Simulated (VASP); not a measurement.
Set up this calculation in VASP 6.6.1, as the native input.

* Task: relaxation of shape and atoms at fixed volume
* Functional: PBEsol
* Potentials or basis: VASP PAW PBE potentials, release 64 (Ag)
* Cutoff: 600 eV
* k mesh: 18 × 18 × 4
* Occupations: gaussian, width 0.1 eV
* Spin: no spin polarisation
* Dipole correction: no
* Further INCAR settings: ALGO = Fast; EDIFF = 1e-06; IBRION = 2; EDIFFG = -0.01; NSW = 50; ISIF = 4

The structure of Ag lies in POSCAR:

```
Ag
1.0
    2.7511884080      0.0000000000      0.0000000000
   -1.3755942040      2.3825990519      0.0000000000
    0.0000000000      0.0000000000      8.9485121376
Ag
4
Direct
    0.3333333333      0.6666666667      0.2500000000
    0.6666666667      0.3333333333      0.7500000000
    0.0000000000      0.0000000000      0.0000000000
    0.0000000000      0.0000000000      0.5000000000
```

This isn't the form of Ag at room conditions, which is fcc.

The input as run:

INCAR

```
SYSTEM = Ag
ALGO = Fast
EDIFF = 1E-6
EDIFFG = -0.01
ENCUT = 600
GGA = PS
IBRION = 2
ISIF = 4
ISMEAR = 0
LASPH = .TRUE.
LCHARG = .FALSE.
LREAL = .FALSE.
LWAVE = .FALSE.
NELM = 60
NSW = 50
PREC = Accurate
SIGMA = 0.1
```

KPOINTS

```
k-points
0
G
  18 18 4
  0 0 0
```

Potentials or basis: VASP PAW PBE potentials, release 64 (Ag).

Command:

```console
$ cat potpaw_PBE.64/Ag/POTCAR > POTCAR
$ mpirun -np 1 vasp_std > vasp.out
```

Results of the run:

```json
{
 "Pressure after relaxing": "21.4 GPa",
 "Band gap on the k mesh": "zero (bands 22 and 23 overlap by 6.92 eV)"
}
```

Caveat: the PAW data sets were made with another functional, which shifts forces and pressure a little.

Run time: 70 s on 1 thread of Intel(R) Xeon(R) 6975P-C (Granite Rapids), on a shared host, peak memory 0.3 GiB.
